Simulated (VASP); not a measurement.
## SrO: single point with PBEsol

The system is SrO.

```
Sr O
1.0
     0.00000    2.56144    2.56144
     2.56144    0.00000    2.56144
     2.56144    2.56144    0.00000
Sr O
1 1
Direct
  0.50000 0.50000 0.50000
  0.00000 0.00000 0.00000
```

| Quantity | Value |
| --- | --- |
| Program | VASP 6.6.1 |
| Task | single point |
| Functional | PBEsol |
| Potentials or basis | VASP PAW PBE potentials, release 64 (Sr_sv, O) |
| Cutoff | 600 eV |
| k mesh | 9 × 9 × 9 |
| Occupations | fermi-dirac, width 0.05 eV |
| Spin | no spin polarisation |

```yaml
Pressure: 0.5 GPa
Band_gap_on_the_k_mesh: 3.21 eV, indirect (least direct gap 3.29 eV)
```

Levels at points of the mesh, in eV from the valence-band top:
```
           k point  band 4  band 5  band 6  band 7  band 8  band 9  band 10  band 11  band 12  band 13
(0.00, 0.00, 0.00)  -13.84  -13.84    0.00    0.00    0.00    3.90     6.19     6.19     6.19     8.41
```

It took 20 s on 1 thread of Intel(R) Xeon(R) Platinum 8375C CPU @ 2.90GHz (Ice Lake) (shared host), peak memory 0.18 GiB.

Caveat: the PAW data sets were made with another functional, which shifts forces and pressure a little. A k mesh can miss the band edges.
